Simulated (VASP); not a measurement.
A run of VASP 6.6.1 is set up as follows.

INCAR

```
  PREC = Accurate
  ENCUT = 600
  EDIFF = 1E-8
  ISMEAR = 0
  SIGMA = 0.01
  LREAL = F
  LASPH = T
  NELM = 100
  ALGO = Normal
  ISIF = 3
  LWAVE = F
  LCHARG = T
  GGA = PE
  IBRION = 6
  NFREE = 2
  POTIM = 0.015
  NSW = 1
```

KPOINTS

```
regular mesh
0
Gamma
  8 8 8
```

Contents of POSCAR:

```
CaO
1.0
    0.0000000000      2.4153862323      2.4153862323
    2.4153862323      0.0000000000      2.4153862323
    2.4153862323      2.4153862323      0.0000000000
Ca O
1 1
Direct
    0.0000000000      0.0000000000      0.0000000000
    0.5000000000      0.5000000000      0.5000000000
```

Potentials or basis: VASP PAW PBE potentials, release 64 (Ca_sv, O).

Run with:

```sh
$ cat potpaw_PBE.64/Ca_sv/POTCAR potpaw_PBE.64/O/POTCAR > POTCAR
$ mpirun -np 1 vasp_std > vasp.out
```

(1) Estimate the elastic constants C11, C12, C44.

(2) Predict the Voigt bulk modulus.

(3) What does it give for the highest phonon frequency at Γ, LO-TO splitting left out?

Results:

(1) 207, 57, 75 GPa.

(2) 107 GPa.

(3) 262 cm⁻¹.
